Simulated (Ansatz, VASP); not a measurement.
## One calculation of Cu, two programs

The input INCAR:

```
PREC     = Accurate       # precision mode
ENCUT    = 520            # plane-wave cutoff, eV
EDIFF    = 1E-6           # SCF threshold, eV
ISMEAR   = -1             # smearing method
SIGMA    = 0.05           # smearing width, eV
LREAL    = F              # projectors in reciprocal space
LASPH    = T              # aspherical terms in the spheres
NELM     = 100            # most SCF steps
ALGO     = Normal         # electronic algorithm
ISIF     = 2              # what is computed and relaxed
LWAVE    = F              # write WAVECAR
LCHARG   = F              # write CHGCAR
GGA      = PE             # functional
NBANDS   = 12             # bands
```

Contents of KPOINTS:

```
regular mesh
0
Gamma
  11 11 11
```

File POSCAR:

```
Cu
1.0
    0.0000000000      1.7985000000      1.7985000000
    1.7985000000      0.0000000000      1.7985000000
    1.7985000000      1.7985000000      0.0000000000
Cu
1
Direct
    0.0000000000      0.0000000000      0.0000000000
```

Input for Ansatz:

```yaml
crystal:
  lattice:
    - [0.0, 1.7985, 1.7985]
    - [1.7985, 0.0, 1.7985]
    - [1.7985, 1.7985, 0.0]
  atoms:
    - { symbol: Cu, position: [0.0, 0.0, 0.0] }
hamiltonian:
  xc: pbe
  pseudopotentials: { kind: paw }
basis:
  ecutwfc: 420
kpoints:
  mp_grid: { grid: [11, 11, 11] }
scf:
  occupations: { method: fermi_dirac, width: 0.05 }
  lower_state_search: "off"
output:
  forces: true
  stress: true
  write_density: true
  write_potential: true
  elf: true
  volumetric_format: npy
```

Alike in both runs: task single point; functional PBE; k mesh 11 × 11 × 11; occupations fermi-dirac, width 0.05 eV; no spin polarisation.

```csv
,VASP,Ansatz
version,VASP 6.6.1,Ansatz 0.2.0
potentials or method,"VASP PAW PBE potentials, release 64 (Cu), cutoff 520 eV","PAW, plane waves, scalar-relativistic"
valence electrons in the cell,11,19
```

Ansatz gave:

```
pressure (GPa) : 3.8
```

Q: Estimate VASP's values.

A: Pressure (GPa): 4.4.

VASP's potentials hold 11 valence electrons a cell and Ansatz's 19, so a difference there can come from the potentials and not from the codes.
